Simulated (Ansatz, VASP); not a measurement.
Two plane-wave programs on GeCl2

```
Ge Cl
1.0
     3.87715    0.00000    0.00000
    -1.93858    3.35771    0.00000
     0.00000    0.00000   13.18368
Ge Cl
2 4
Direct
  0.00000 0.00000 0.00000
  0.00000 0.00000 0.50000
  0.66667 0.33333 0.11335
  0.33333 0.66667 0.88665
  0.66667 0.33333 0.38665
  0.33333 0.66667 0.61335
```

Alike in both runs: functional PBE; dispersion D3(BJ); k mesh 9 × 9 × 2; occupations gaussian, width 0.02 eV; no spin polarisation.

Ansatz relaxed the structure, and its values are those at the end. VASP's run is a single point on that final structure, the one shown.

|  | VASP | Ansatz |
| --- | --- | --- |
| version | VASP 6.6.1 | Ansatz 0.2.0 |
| potentials or method | VASP PAW PBE potentials, release 64 (Ge_d, Cl), cutoff 520 eV | scalar-relativistic, plane waves, PAW |
| valence electrons in the cell | 56 | 56 |

VASP gave:

| Item | Value |
| --- | --- |
| gap on the k mesh at the Fermi level (eV) | 2.58 |
| least direct gap on the mesh (eV) | 2.87 |
| pressure (GPa) | 0.0 |

Question: What did Ansatz give for the same quantities?

Answer: gap on the k mesh at the Fermi level (eV): 2.57; least direct gap on the mesh (eV): 2.87; pressure (GPa): 0.0.

Ansatz's warnings: dispersion switch in reach, relaxed geometry near dispersion switch.
